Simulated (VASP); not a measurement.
**PbS: relaxation of cell and atoms with PBE+D3(BJ)**

The system is PbS.

```
Pb S
1.0
     2.95905   -2.96459    0.18148
     2.95905    2.96459    0.18148
    -0.36420    0.00000    5.93878
Pb S
2 2
Direct
  0.75002 0.75002 0.74993
  0.24998 0.24998 0.25007
  0.25003 0.25003 0.74972
  0.74997 0.74997 0.25028
```

```yaml
Program: VASP 6.6.1
Task: relaxation of cell and atoms
Functional: PBE
Dispersion: D3(BJ)
Potentials_or_basis: VASP PAW PBE potentials, release 64 (Pb_d, S)
Cutoff: 500 eV
k_mesh: 8 × 8 × 6
Occupations: gaussian, width 0.02 eV
Spin: no spin polarisation
Dipole_correction: no
Further_INCAR_settings: ALGO = Normal; EDIFF = 1e-07; IBRION = 2; EDIFFG = -0.005; NSW = 100; ISIF = 3
```

The relaxed volume is 26.10 Å³/atom, the relaxed cell is a = 4.194 Å, b = 4.194 Å, c = 5.933 Å, α = 90.00°, β = 90.00°, γ = 90.00° and the space group after relaxing (to 0.05 Å) is Fm-3m (No. 225). The energy gained by relaxing is 0.1 meV/atom and the ionic steps are 4. The pressure after relaxing is 0.0 GPa, the band gap on the k mesh is 0.37 eV and the dispersion energy per atom is -0.347 eV.

Step by step:
| step | energy change (eV) | largest force (eV/Å) | pressure (GPa) | volume (Å³) |
| --- | --- | --- | --- | --- |
| 1 | 0.0000 | 0.0021 | -0.12 | 104.59 |
| 2 | -0.0004 | 0.0021 | 0.04 | 104.29 |
| 3 | -0.0004 | 0.0021 | 0.03 | 104.32 |
| 4 | -0.0004 | 0.0020 | -0.01 | 104.38 |

Final structure:
```
Pb S
1.0
     2.96038   -2.96594    0.18156
     2.96038    2.96594    0.18156
    -0.36316    0.00000    5.92174
Pb S
2 2
Direct
  0.75002 0.75002 0.74994
  0.24998 0.24998 0.25006
  0.25003 0.25003 0.74975
  0.74997 0.74997 0.25025
```

Levels at points of the mesh, in eV from the valence-band top:
```
           k point  band 17  band 18  band 19  band 20  band 21  band 22  band 23  band 24
(0.00, 0.00, 0.00)    -3.44    -2.17    -2.17    -2.17     3.87     5.21     5.21     5.21
(0.50, 0.00, 0.00)    -1.90    -1.90    -0.80    -0.80     1.43     1.43     2.44     2.44
(0.50, 0.50, 0.00)    -3.44    -3.44    -3.44    -3.44     3.86     3.86     5.58     5.58
(0.00, 0.00, 0.50)    -2.83    -2.83    -1.73    -1.72     2.43     2.44     4.74     4.75
(0.50, 0.00, 0.50)    -1.78    -1.78     0.00     0.00     0.37     0.37     1.96     1.96
(0.50, 0.50, 0.50)    -4.42    -4.42    -1.03    -1.03     2.19     2.19     4.66     4.67
```

It took 12 min on 1 thread of AMD EPYC 7R13, with other jobs on the host, peak memory 0.36 GiB.

Caveat: spin-orbit coupling is left out, which moves the levels of the heavy elements. A k mesh can miss the band edges.
